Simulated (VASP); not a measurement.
# Lu (Pm-3m) in VASP: further runs

Runs on Lu. Level: RPBE. Tasks: single point.

Everything below comes from runs of VASP 6.6.1. Logs are shortened: lines on timing, memory, paths and dates and some standing lists are left out, and cuts for length are marked.

### 1 The cell of the first run

The structure is cubic, space group Pm-3m (No. 221). The conventional cell has a = 3.132 Å, b = 3.132 Å, c = 3.132 Å, α = 90.00°, β = 90.00°, γ = 90.00°. Within 4.1 Å of Lu (site symmetry m-3m) lie 6 Lu at 3.13 Å.

### 2 Single point, RPBE (volume scaled by 0.88)

File INCAR:

```
SYSTEM = Lu
PREC = Accurate ; ENCUT = 520
EDIFF = 1E-6 ; ISMEAR = -1
SIGMA = 0.1 ; LREAL = .False.
LASPH = .True. ; NELM = 80
ALGO = Normal ; ISIF = 2
LWAVE = .False. ; LCHARG = .False.
GGA = RP ; NBANDS = 18
```

File KPOINTS:

```
regular mesh
0
Gamma
  11 11 11
  0 0 0
```

File POSCAR:

```
Lu
1.0
    3.1323890110      0.0000000000      0.0000000000
    0.0000000000      3.1323890110      0.0000000000
    0.0000000000      0.0000000000      3.1323890110
Lu
1
Direct
    0.0000000000      0.0000000000      0.0000000000
```

Potentials or basis: VASP PAW PBE potentials, release 64 (Lu).

Started as:

```sh
cat potpaw_PBE.64/Lu/POTCAR > POTCAR
mpirun -np 1 vasp_std > vasp.out
```

OUTCAR:

```text
SYSTEM = Lu
   PREC = Accurate
   ENCUT = 520
   EDIFF = 1E-6
   ISMEAR = -1
   LREAL = .False.
   LASPH = .True.
   NELM = 80
   ISIF = 2
   GGA = RP

 ion  position               nearest neighbor table
   1  0.000  0.000  0.000-

  LATTYP: Found a simple cubic cell.
 ALAT       =     3.1323890110

  Lattice vectors:

 A1 = (   3.1323890110,   0.0000000000,   0.0000000000)
 A2 = (   0.0000000000,   3.1323890110,   0.0000000000)
 A3 = (   0.0000000000,   0.0000000000,   3.1323890110)

Analysis of symmetry for initial positions (statically):
=====================================================================
 Subroutine PRICEL returns:
 Original cell was already a primitive cell.

 Routine SETGRP: Setting up the symmetry group for a
 simple cubic supercell.

 Subroutine GETGRP returns: Found 48 space group operations
 (whereof 48 operations were pure point group operations)
 out of a pool of 48 trial point group operations.

The static configuration has the point symmetry O_h .

Analysis of symmetry for dynamics (positions and initial velocities):
=====================================================================
 Subroutine PRICEL returns:
 Original cell was already a primitive cell.

 Routine SETGRP: Setting up the symmetry group for a
 simple cubic supercell.

 Subroutine GETGRP returns: Found 48 space group operations
 (whereof 48 operations were pure point group operations)
 out of a pool of 48 trial point group operations.

The dynamic configuration has the point symmetry O_h .

 Subroutine INISYM returns: Found 48 space group operations
 (whereof 48 operations are pure point group operations),
 and found     1 'primitive' translations

----------------------------------------------------------------------------------------

                                     Primitive cell

  volume of cell :      30.7346

  direct lattice vectors                    reciprocal lattice vectors
     3.132389011  0.000000000  0.000000000     0.319245150  0.000000000  0.000000000
     0.000000000  3.132389011  0.000000000     0.000000000  0.319245150  0.000000000
     0.000000000  0.000000000  3.132389011     0.000000000  0.000000000  0.319245150

  length of vectors
     3.132389011  3.132389011  3.132389011     0.319245150  0.319245150  0.319245150

  position of ions in fractional coordinates (direct lattice)
     0.000000000  0.000000000  0.000000000

  ion indices of the primitive-cell ions
   primitive index   ion index
                 1           1

----------------------------------------------------------------------------------------

 KPOINTS: regular mesh

Automatic generation of k-mesh.
 Grid dimensions read from file:
 generate k-points for:   11   11   11

 Generating k-lattice:

  Cartesian coordinates                     Fractional coordinates (reciprocal lattice)
     0.029022286  0.000000000  0.000000000     0.090909091  0.000000000  0.000000000
     0.000000000  0.029022286  0.000000000     0.000000000  0.090909091  0.000000000
     0.000000000  0.000000000  0.029022286     0.000000000  0.000000000  0.090909091

  Length of vectors
     0.029022286  0.029022286  0.029022286

  Shift w.r.t. Gamma in fractional coordinates (k-lattice)
     0.000000000  0.000000000  0.000000000

 Subroutine IBZKPT returns following result:
 ===========================================

 Found     56 irreducible k-points:

 Following reciprocal coordinates:
            Coordinates               Weight
  0.000000  0.000000  0.000000      1.000000
  0.090909  0.000000  0.000000      6.000000
  0.181818  0.000000  0.000000      6.000000
  0.272727  0.000000  0.000000      6.000000
  0.363636  0.000000  0.000000      6.000000
  0.454545  0.000000  0.000000      6.000000
[... 16 lines left out ...]
  0.181818  0.090909  0.090909     24.000000
  0.272727  0.090909  0.090909     24.000000
 [... further k-points ...]
   k-points           NKPTS =     56   k-points in BZ     NKDIM =     56   number of bands    NBANDS=     18
   number of dos      NEDOS =    301   number of ions     NIONS =      1
   total plane-waves  NPLWV =  13824
   dimension x,y,z NGX =    24 NGY =   24 NGZ =   24
   dimension x,y,z NGXF=    48 NGYF=   48 NGZF=   48
   ions per type =               1
   NGX,Y,Z   is equivalent  to a cutoff of  12.74, 12.74, 12.74 a.u.
   NGXF,Y,Z  is equivalent  to a cutoff of  25.48, 25.48, 25.48 a.u.
 SYSTEM =  Lu
   PREC   = accura    normal or accurate (medium, high low for compatibility)
   ISTART =      0    job   : 0-new  1-cont  2-samecut
   ICHARG =      2    charge: 1-file 2-atom 10-const
   ISPIN  =      1    spin polarized calculation?
   LNONCOLLINEAR =      F non collinear calculations
   LSORBIT =      F    spin-orbit coupling
   LASPH  =      T    aspherical Exc in radial PAW
   ENCUT  =  520.0 eV  38.22 Ry    6.18 a.u.   5.82  5.82  5.82*2*pi/ulx,y,z
   NELM   =     80;   NELMIN=  2; NELMDL= -5     # of ELM steps
   EDIFF  = 0.1E-05   stopping-criterion for ELM
   LREAL  =      F    real-space projection
   EDIFFG = 0.1E-04   stopping-criterion for IOM
   NSW    =      0    number of steps for IOM
   IBRION =     -1    ionic relax: 0-MD 1-quasi-New 2-CG
   NFREE  =      0    steps in history (QN), initial steepest desc. (CG)
   ISIF   =      2    stress and relaxation
   ISYM   =      2    0-nonsym 1-usesym 2-fastsym
   POTIM  = 0.5000    time-step for ionic-motion
   TEBEG  =    0.0;   TEEND  =   0.0 temperature during run
   PSTRESS=    0.0 pullay stress
   NELECT =      25.0000    total number of electrons
   NUPDOWN=      -1.0000    fix difference up-down
   EMIN   =  10.00;   EMAX   =-10.00  energy-range for DOS
   EFERMI =   0.00;   METHOD = LEGACY
   ISMEAR =    -1;   SIGMA  =   0.10  broadening in eV -4-tet -1-fermi 0-gaus
   EFERMI_NEDOS =   21; number of points for ismear=-14 and -15
   IALGO  =     38    algorithm
   IMIX   =      4    mixing-type and parameters
     AMIX     =   0.40;   BMIX     =  1.00
     AMIX_MAG =   1.60;   BMIX_MAG =  1.00
  volume/ion in A,a.u.               =      30.73       207.41
  Fermi-wavevector in a.u.,A,eV,Ry     =   1.528196  2.887872 31.774827  2.335384
  Thomas-Fermi vector in A             =   2.635988
   LORBIT       =      0    0 simple, 1 ext, 2 COOP (PROOUT), +10 PAW based schemes
   GGA     = RP    functional components
   LHFCALC =     F    Hartree Fock is set to
   AEXX    =    0.0000 exact exchange contribution
   IVDW    =     0    specifies the selected vdW correction
   LEPSILON=     F    determine dielectric tensor
   LRPA    =     F    only Hartree local field effects (RPA)
 non-spin polarized calculation
  energy-cutoff  :      520.00
  volume of cell :       30.73
 maximum number of plane-waves:       846
 NGX is ok and might be reduce to    24
   NGX = 11   NGY = 11   NGZ = 11

 number of electron      24.9999986 magnetization

 Free energy of the ion-electron system (eV)
  ---------------------------------------------------
  ext. energy  EPLUGINS =         0.00000000
  ---------------------------------------------------
  free energy    TOTEN  =        -3.32509364 eV

  energy without entropy =       -3.26411414  energy(sigma->0) =       -3.29460389

 E-fermi :   2.1082     XC(G=0): -10.2204

 val. band max:        2.1039474043   @ k =   0.2727   0.0000   0.0000
 cond. band min:       2.1223558949   @ k =   0.4545   0.3636   0.3636
 fundamental gap:      0.0184084906
 Fermi energy:         2.1081855600

 k-point     1 :       0.0000    0.0000    0.0000
  band No.  band energies     occupation
      1     -54.5402      2.00000
      2     -24.8976      2.00000
      3     -24.8976      2.00000
      4     -24.8976      2.00000
      5      -3.6962      2.00000
      6      -3.2281      2.00000
[... 10 lines left out ...]
     17       8.5480      0.00000
     18      13.1594      0.00000

 k-point     2 :       0.0909    0.0000    0.0000
  band No.  band energies     occupation
      1     -54.5374      2.00000
      2     -24.9518      2.00000
      3     -24.8931      2.00000
      4     -24.8931      2.00000
      5      -3.5165      2.00000
      6      -3.2316      2.00000
[... 10 lines left out ...]
     17       8.5729      0.00000
     18      12.2239      0.00000

 k-point     3 :       0.1818    0.0000    0.0000
  band No.  band energies     occupation
      1     -54.5300      2.00000
      2     -25.0946      2.00000
      3     -24.8810      2.00000
      4     -24.8810      2.00000
      5      -3.2408      2.00000
      6      -3.2307      2.00000
[... 10 lines left out ...]
     17       8.6406      0.00000
     18      10.8058      0.00000

 k-point     4 :       0.2727    0.0000    0.0000
  band No.  band energies     occupation
      1     -54.5202      2.00000
      2     -25.2764      2.00000
      3     -24.8650      2.00000
      4     -24.8650      2.00000
      5      -3.2574      2.00000
      6      -3.2523      2.00000
[... 10 lines left out ...]
     17       8.7312      0.00000
     18       9.9366      0.00000

 k-point     5 :       0.3636    0.0000    0.0000
  band No.  band energies     occupation
      1     -54.5111      2.00000
      2     -25.4385      2.00000
      3     -24.8503      2.00000
      4     -24.8503      2.00000
      5      -3.2803      2.00000
      6      -3.2626      2.00000
[... 10 lines left out ...]
     17       8.8167      0.00000
     18      10.0233      0.00000

 k-point     6 :       0.4545    0.0000    0.0000
  band No.  band energies     occupation
      1     -54.5058      2.00000
      2     -25.5327      2.00000
      3     -24.8415      2.00000
      4     -24.8415      2.00000
      5      -3.2929      2.00000
      6      -3.2686      2.00000
[... 307 lines left out ...]
 k-point    21 :       0.4545    0.4545    0.0000
  band No.  band energies     occupation
      1     -54.4720      2.00000
      2     -25.4494      2.00000
      3     -25.4480      2.00000
      4     -24.7880      2.00000
      5      -3.2777      2.00000
      6      -3.2774      2.00000
[... 10 lines left out ...]
     17       6.2319      0.00000
     18      10.4610      0.00000

 k-point    22 :       0.0909    0.0909    0.0909
  band No.  band energies     occupation
      1     -54.5319      2.00000
      2     -24.9481      2.00000
      3     -24.9395      2.00000
      4     -24.9395      2.00000
      5      -3.2275      2.00000
      6      -3.2275      2.00000
[... 10 lines left out ...]
     17       7.8808      0.00000
     18      12.7911      0.00000

 k-point    23 :       0.1818    0.0909    0.0909
  band No.  band energies     occupation
      1     -54.5245      2.00000
      2     -25.0844      2.00000
      3     -24.9322      2.00000
      4     -24.9270      2.00000
      5      -3.2356      2.00000
      6      -3.2262      2.00000
[... 10 lines left out ...]
     17       7.9220      0.00000
     18      11.7348      0.00000

 k-point    24 :       0.2727    0.0909    0.0909
  band No.  band energies     occupation
      1     -54.5147      2.00000
      2     -25.2647      2.00000
      3     -24.9156      2.00000
      4     -24.9105      2.00000
      5      -3.2531      2.00000
      6      -3.2466      2.00000
[... 10 lines left out ...]
     17       8.0385      0.00000
     18      10.7154      0.00000

 [... further k-points ...]

------------------------ aborting loop because EDIFF is reached ----------------------------------------

  FORCE on cell =-STRESS in cart. coord.  units (eV):
  Direction    XX          YY          ZZ          XY          YZ          ZX
  --------------------------------------------------------------------------------------
  -------------------------------------------------------------------------------------
  Total        0.8021632      0.8021632      0.8021632     -0.0000000     -0.0000000      0.0000000
  in kB       41.8163592     41.8163592     41.8163592     -0.0000000     -0.0000000      0.0000000
  external PRESSURE =      41.8163592 kB  Pullay stress =       0.0000000 kB

 VOLUME and BASIS-vectors are now :
 -----------------------------------------------------------------------------
  energy-cutoff  :      520.00
  volume of cell :       30.73
      direct lattice vectors                 reciprocal lattice vectors
     3.132389011  0.000000000  0.000000000     0.319245150  0.000000000  0.000000000
     0.000000000  3.132389011  0.000000000     0.000000000  0.319245150  0.000000000
     0.000000000  0.000000000  3.132389011     0.000000000  0.000000000  0.319245150

 POSITION                                       TOTAL-FORCE (eV/Angst)
 -----------------------------------------------------------------------------------
      0.00000      0.00000      0.00000         0.000000      0.000000      0.000000
 -----------------------------------------------------------------------------------
    total drift:                                0.000000     -0.000000      0.000000

  FREE ENERGIE OF THE ION-ELECTRON SYSTEM (eV)
  ---------------------------------------------------
  free  energy   TOTEN  =        -3.3250936430 eV

  energy  without entropy=       -3.2641141363  energy(sigma->0) =       -3.29460389
```

It took 13 s on 1 thread of Intel Xeon Platinum 8488C (Sapphire Rapids), shared host; peak memory 0.16 GiB.

What came out:

* Free energy: -3.3251 eV
* Pressure: 4.2 GPa

Caveat: the PAW data sets were made with another functional, which shifts forces and pressure a little; spin-orbit coupling is left out, which moves the levels of the heavy elements.

[end of part 1 of 3]
